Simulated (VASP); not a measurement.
The system is Ru2S.

```
CELL_PARAMETERS angstrom
1.66853 0.96332 5.03938
-1.66853 0.96332 5.03938
0.00000 -1.92665 5.03938
ATOMIC_POSITIONS crystal
Ru 0.75000 0.75000 0.75000
Ru 0.25000 0.25000 0.25000
S 0.00000 0.00000 0.00000
```

* Program: VASP 6.6.1
* Task: relaxation of cell and atoms
* Functional: PBE
* Potentials or basis: VASP PAW PBE potentials, release 64 (Ru_pv, S)
* Cutoff: 600 eV
* k mesh: 6 × 6 × 6
* Occupations: gaussian, width 0.1 eV
* Spin: no spin polarisation

At the start: pressure -10.6 GPa; volume 16.20 Å³/atom.

**Question.** How do energy, volume and symmetry change on relaxing?

**Answer.** Over 16 steps the energy falls by 381.2 meV/atom and the volume is 14.39 Å³/atom (-11.2 %); space group R-3m (No. 166, to 0.05 Å).

The path:
| step | energy change (eV) | largest force (eV/Å) | pressure (GPa) | volume (Å³) |
| --- | --- | --- | --- | --- |
| 1 | 0.0000 | 0.0131 | -10.58 | 48.60 |
| 2 | -0.3264 | 0.9770 | 21.21 | 41.32 |
| 3 | -0.3677 | 0.6352 | 11.36 | 42.94 |
| 4 | -0.6709 | 0.3309 | 12.83 | 42.10 |
| 5 | -0.9014 | 0.2186 | 19.20 | 40.32 |
| 6 | -1.0844 | 0.7723 | -5.12 | 44.20 |
| 7 | -1.0971 | 0.6884 | -0.80 | 43.33 |
| 8 | -1.1159 | 0.4669 | -0.66 | 43.37 |
| 9 | -1.1347 | 0.1722 | 0.13 | 43.48 |
| 10 | -1.1349 | 0.1065 | 0.04 | 43.47 |
| 11 | -1.1382 | 0.0867 | -0.37 | 43.50 |
| 12 | -1.1411 | 0.0896 | -1.01 | 43.53 |
| 13 | -1.1414 | 0.0949 | -1.20 | 43.54 |
| 14 | -1.1431 | 0.1013 | 0.40 | 43.15 |
| 15 | -1.1431 | 0.1008 | 0.30 | 43.18 |
| 16 | -1.1435 | 0.0183 | 0.06 | 43.17 |

Final structure:
```xyz
3
Lattice="1.8273 1.0550 3.7324 -1.8273 1.0550 3.7324 0.0000 -2.1100 3.7324" Properties=species:S:1:pos:R:3 pbc="T T T"
Ru    0.0000    0.0000    8.3784
Ru    0.0000    0.0000    2.8187
S     0.0000    0.0000    0.0000
```

Caveat: the k points lie up to 0.34 Å⁻¹ apart in the final cell.
